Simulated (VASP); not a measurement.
Runs of VASP 6.6.1 on Te. The structure is that of space group P6_3/mmc (No. 194), or close to it. The cells are those of the table. This isn't the form of Te at room conditions, which is trigonal, of chains.

| task | cell | k mesh | cutoff (eV) | gap on the mesh (eV) | pressure (GPa) |
| --- | --- | --- | --- | --- | --- |
| single point | a = 4.058, b = 4.058, c = 4.413 Å, angles 90.0, 90.0, 120.0°, 2 atoms | 15 × 15 × 12 | 520 | none | -0.1 |
| single point | a = 4.214, b = 4.214, c = 4.583 Å, angles 90.0, 90.0, 120.0°, 2 atoms | 15 × 15 × 12 | 520 | none | (a) |
| single point | a = 4.111, b = 4.111, c = 4.472 Å, angles 90.0, 90.0, 120.0°, 2 atoms | 15 × 15 × 12 | 520 | none | -1.8 |
| relaxation of cell and atoms | relaxed from a = 3.442, b = 3.442, c = 5.621 Å, angles 90.0, 90.0, 120.0°, 2 atoms | 11 × 11 × 6 | 600 | none | 0.0 |
| single point | a = 4.003, b = 4.003, c = 4.354 Å, angles 90.0, 90.0, 120.0°, 2 atoms | 15 × 15 × 12 | 520 | none | 2.1 |

Alike in all rows: level PBE; potentials or basis VASP PAW PBE potentials, release 64 (Te); no spin polarisation; smearing fermi-dirac 0.1 eV.

Fill in the values left out.

(a) -4.3.

Caveats: spin-orbit coupling is left out, which moves the levels of the heavy elements; the cell stands under tension (at least some runs); a cell axis changed by over 15 % at a fixed basis, so the end point is rough (at least some runs).

A k mesh can miss the band edges, and the runs leave out spin-orbit coupling on Te.

A gap of «none» marks levels without a gap at the run's occupations.
